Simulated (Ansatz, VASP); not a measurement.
# CsPbBr3: VASP beside Ansatz

File INCAR:

```
SYSTEM = CsPbBr3
ALGO = Normal ; EDIFF = 1E-6
ENCUT = 520 ; GGA = PS
GGA_COMPAT = .FALSE. ; ISIF = 2
ISMEAR = -1 ; LASPH = .TRUE.
LCHARG = .FALSE. ; LORBIT = 11
LORBMOM = .TRUE. ; LREAL = .FALSE.
LSORBIT = .TRUE. ; LWAVE = .FALSE.
MAGMOM = 0 0 0 0 0 0 0 0 0 0 0 0 0 0 0 ; NBANDS = 59
NELM = 150 ; PREC = Accurate
SIGMA = 0.05
```

File KPOINTS:

```
k-points
0
G
  4 4 4
  0 0 0
```

The input POSCAR:

```
CsPbBr3
1.0
    5.8700000000      0.0000000000      0.0000000000
    0.0000000000      5.8700000000      0.0000000000
    0.0000000000      0.0000000000      5.8700000000
Pb Cs Br
1 1 3
Direct
    0.5000000000      0.5000000000      0.5000000000
    0.0000000000      0.0000000000      0.0000000000
    0.5000000000      0.5000000000      0.0000000000
    0.5000000000      0.0000000000      0.5000000000
    0.0000000000      0.5000000000      0.5000000000
```

File input.yaml:

```yaml
crystal:
  lattice:
    - [5.87, 0.0, 0.0]
    - [0.0, 5.87, 0.0]
    - [0.0, 0.0, 5.87]
  atoms:
    - { symbol: Pb, position: [0.5, 0.5, 0.5] }
    - { symbol: Cs, position: [0.0, 0.0, 0.0] }
    - { symbol: Br, position: [0.5, 0.5, 0.0] }
    - { symbol: Br, position: [0.5, 0.0, 0.5] }
    - { symbol: Br, position: [0.0, 0.5, 0.5] }
hamiltonian:
  xc: pbesol
  pseudopotentials: { kind: paw_fr }
magnetization:
  noncollinear: true
  spin_orbit: true
kpoints:
  mp_grid: { grid: [4, 4, 4] }
  band_path:
    path:
      - [[0.0, 0.0, 0.0], [0.0, 0.5, 0.0], [0.5, 0.5, 0.0], [0.0, 0.0, 0.0], [0.5, 0.5, 0.5], [0.0, 0.5, 0.0]]
      - [[0.5, 0.5, 0.0], [0.5, 0.5, 0.5]]
    npoints: 14
scf:
  occupations: { method: fermi_dirac, width: 0.05 }
  n_extra_bands: 12
output:
  forces: true
  stress: true
  eigenvalues: true
  fatbands: false
```

Alike in both runs: functional PBEsol; k mesh 4 × 4 × 4; occupations fermi-dirac, width 0.05 eV; non-collinear spin, spin-orbit coupling.

|  | VASP | Ansatz |
| --- | --- | --- |
| version | VASP 6.6.1 | Ansatz 0.2.0 |
| potentials or method | VASP PAW PBE potentials, release 64 (Pb_d, Cs_sv, Br) | Ansatz PAW |
| plane-wave cutoff (eV) | 520 | 420 |
| valence electrons in the cell | 44 | 44 |
| task | single point | band structure |

VASP gave:

```
pressure (GPa)           : 0.1
net moment per atom (μB) : 0.00
```

Task: Estimate Ansatz's values.

Result: Pressure (GPa): 0.0; net moment per atom (μB): 0.00.

VASP's potentials were made for PBE, not for PBEsol. The functional is the same, so the differences come from potentials, cutoffs and numerics.
